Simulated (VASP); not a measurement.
**Co: relaxation of cell and atoms with BLYP**

Co:

```
Co
1.0
     0.00000    2.46343    2.46343
     2.46343    0.00000    2.46343
     2.46343    2.46343    0.00000
Co
2
Direct
  0.12500 0.12500 0.12500
  0.87500 0.87500 0.87500
```

```
Program                : VASP 6.6.1
Task                   : relaxation of cell and atoms
Functional             : BLYP
Potentials or basis    : VASP PAW PBE potentials, release 64 (Co)
Cutoff                 : 600 eV
k mesh                 : 11 × 11 × 11
Occupations            : fermi-dirac, width 0.1 eV
Spin                   : no spin polarisation
Dipole correction      : no
Further INCAR settings : ALGO = Normal; EDIFF = 1e-06; IBRION = 2; EDIFFG = -0.01; NSW = 80; ISIF = 3
```

```
Relaxed volume                         : 15.58 Å³/atom
Relaxed cell                           : a = 3.532 Å, b = 3.532 Å, c = 3.532 Å, α = 60.00°, β = 60.00°, γ = 60.00°
Space group after relaxing (to 0.05 Å) : Fd-3m (No. 227)
Energy gained by relaxing              : 9.6 meV/atom
Ionic steps                            : 3
Pressure after relaxing                : 0.0 GPa
Band gap on the k mesh                 : zero (band 9 reaches 6.67 eV, above the bottom of band 10 at 6.02 eV)
```

Step by step:
```csv
step,energy change (eV),largest force (eV/Å),pressure (GPa),volume (Å³)
1,0.0000,0.0000,5.11,29.90
2,-0.0118,0.0000,-2.77,32.01
3,-0.0193,0.0000,0.02,31.16
```

Final structure:
```
CELL_PARAMETERS angstrom
0.00000 2.49770 2.49770
2.49770 0.00000 2.49770
2.49770 2.49770 0.00000
ATOMIC_POSITIONS crystal
Co 0.12500 0.12500 0.12500
Co 0.87500 0.87500 0.87500
```

Levels at points of the mesh, in eV from the Fermi level:
| k point | band 7 | band 8 | band 9 | band 10 | band 11 | band 12 |
| --- | --- | --- | --- | --- | --- | --- |
| (0.00, 0.00, 0.00) | -0.98 | -0.98 | -0.98 | 0.26 | 0.26 | 12.92 |

Wall time 50 s on 1 thread of Intel Xeon 6975P-C, on a shared host, peak memory 0.18 GiB.

Caveat: the PAW data sets were made with another functional, which shifts forces and pressure a little; the run has no spin polarisation, though such a crystal can be magnetic. Spin polarisation is off, so any magnetic state and its effect on volume and gap are missing.
